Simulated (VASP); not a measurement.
Here is a VASP 6.6.1 calculation.

The input INCAR:

```
  ALGO = Normal
  EDIFF = 1E-6
  ENCUT = 500
  GGA = PS
  GGA_COMPAT = False
  ISIF = 2
  ISMEAR = 0
  LASPH = True
  LCHARG = False
  LDAU = True
  LDAUJ = 0 0
  LDAUL = -1 1
  LDAUPRINT = 1
  LDAUTYPE = 2
  LDAUU = 0 6.7
  LREAL = False
  LWAVE = False
  NBANDS = 15
  NELM = 200
  PREC = Accurate
  SIGMA = 0.1
```

File KPOINTS:

```
k-points
0
Gamma
  3 3 3
```

POSCAR

```
CaSe
1.0
    0.0000000000      2.9702381052      2.9702381052
    2.9702381052      0.0000000000      2.9702381052
    2.9702381052      2.9702381052      0.0000000000
Ca Se
1 1
Direct
    0.0000000000      0.0000000000      0.0000000000
    0.5000000000      0.5000000000      0.5000000000
```

Potentials or basis: VASP PAW PBE potentials, release 64 (Ca_sv, Se).

The run is started by

```sh
$ cat potpaw_PBE.64/Ca_sv/POTCAR potpaw_PBE.64/Se/POTCAR > POTCAR
$ mpirun -np 1 vasp_std > vasp.out
```

Question: What does it give for the pressure?

Answer: -0.1 GPa.

Question: Predict the band gap on the k mesh.

Answer: 2.05 eV (least direct gap 2.84 eV).

Caveat: the k points lie up to 0.61 Å⁻¹ apart; the PAW data sets were made with another functional, which shifts forces and pressure a little; an odd mesh through Γ misses points on the zone boundary, where band edges can lie.
